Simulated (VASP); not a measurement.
**Hg: single point with PBE**

Crystal: Hg.

```xyz
2
Lattice="3.7511 0.0000 0.0000 -1.8755 3.2485 0.0000 0.0000 0.0000 4.5558" Properties=species:S:1:pos:R:3 pbc="T T T"
Hg    0.0000    0.0000    3.4292
Hg    0.0000    0.0000    1.1266
```

The cell was generated, and may not be a known phase.

- Program: VASP 6.6.1
- Task: single point
- Functional: PBE
- Potentials or basis: VASP PAW PBE potentials, release 64 (Hg)
- Cutoff: 520 eV
- k mesh: 6 × 6 × 4
- Occupations: gaussian, width 0.1 eV
- Spin: no spin polarisation

```json
{
  "Pressure": "35.7 GPa",
  "Largest force": "1.848 eV/Å",
  "Band gap on the k mesh": "zero (bands 12 and 13 overlap by 2.34 eV)"
}
```

Forces in eV/Å, atoms in the order of the input:
```
Hg   0.000  0.000 -1.848
Hg   0.000  0.000  1.848
```

Stress tensor (GPa, compression positive):
```
 -0.55   0.00   0.00
  0.00  -0.55   0.00
  0.00   0.00 108.07
```

Levels at points of the mesh, in eV from the Fermi level:
```
           k point  band 10  band 11  band 12  band 13  band 14  band 15
(0.00, 0.00, 0.00)    -5.10    -5.10     0.37     3.63     6.26     6.26
(0.50, 0.00, 0.00)    -4.81    -4.79    -1.89     2.60     3.76     5.19
(0.00, 0.00, 0.50)    -7.07    -6.35    -6.23     9.90     9.90    10.04
(0.50, 0.00, 0.50)    -6.69    -3.53    -3.44     1.00     1.12     6.93
```

Wall time 25 s on 1 thread of Intel Xeon 8259CL, with other jobs on the host, peak memory 0.17 GiB.

Caveat: the stress differs along the axes, from -1 to 108 GPa; spin-orbit coupling is left out, which moves the levels of the heavy elements; forces of over 1 eV/Å act on the atoms, so gaps and moduli don't describe the material at rest.
